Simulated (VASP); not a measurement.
Set up this calculation in VASP 6.6.1, as the native input.

| Quantity | Value |
| --- | --- |
| Task | single point |
| Functional | PBEsol |
| Potentials or basis | VASP PAW PBE potentials, release 64 (Pt, Se) |
| Cutoff | 520 eV |
| k mesh | 12 × 12 × 10 |
| Occupations | gaussian, width 0.15 eV |
| Spin | no spin polarisation |
| Dipole correction | no |
| Further INCAR settings | ALGO = Normal; EDIFF = 1e-06; NBANDS = 18 |

The structure of PtSe2 lies in POSCAR:

```
PtSe2
1.0
    3.7607249071      0.0000000000      0.0000000000
   -1.8803624535      3.2568833062      0.0000000000
    0.0000000000      0.0000000000      4.7903606554
Pt Se
1 2
Direct
    0.0000000000      0.0000000000      0.0000000000
    0.3333333333      0.6666666667      0.2606754608
    0.6666666667      0.3333333333      0.7393245392
```

This cell differs from its parent crystal: strain -0.0150 x Voigt [0, 0, 1, 0, 0, 0].

One way to write it, as run:

INCAR

```
SYSTEM = PtSe2
PREC = Accurate
ENCUT = 520
EDIFF = 1E-6
ISMEAR = 0
SIGMA = 0.15
LREAL = .False.
LASPH = .True.
NELM = 80
ALGO = Normal
ISIF = 2
LWAVE = .False.
LCHARG = .False.
GGA = PS
NBANDS = 18
```

KPOINTS

```
Automatic mesh
0
Gamma
  12 12 10
  0 0 0
```

Potentials or basis: VASP PAW PBE potentials, release 64 (Pt, Se).

Run with:

```sh
$ cat potpaw_PBE.64/Pt/POTCAR potpaw_PBE.64/Se/POTCAR > POTCAR
$ mpirun -np 1 vasp_std > vasp.out
```

Results of the run:

| Item | Value |
| --- | --- |
| Pressure | 1.7 GPa |
| Largest force | 0.204 eV/Å |
| Band gap on the k mesh | zero (bands 11 and 12 overlap by 0.83 eV) |

Caveat: the cell differs from its parent crystal (strain -0.0150 x Voigt [0, 0, 1, 0, 0, 0]); the PAW data sets were made with another functional, which shifts forces and pressure a little; spin-orbit coupling is left out, which moves the levels of the heavy elements.

Run time: 58 s on 1 thread of Intel(R) Xeon(R) 6975P-C (Granite Rapids), with other jobs on the host, peak memory 0.29 GiB.
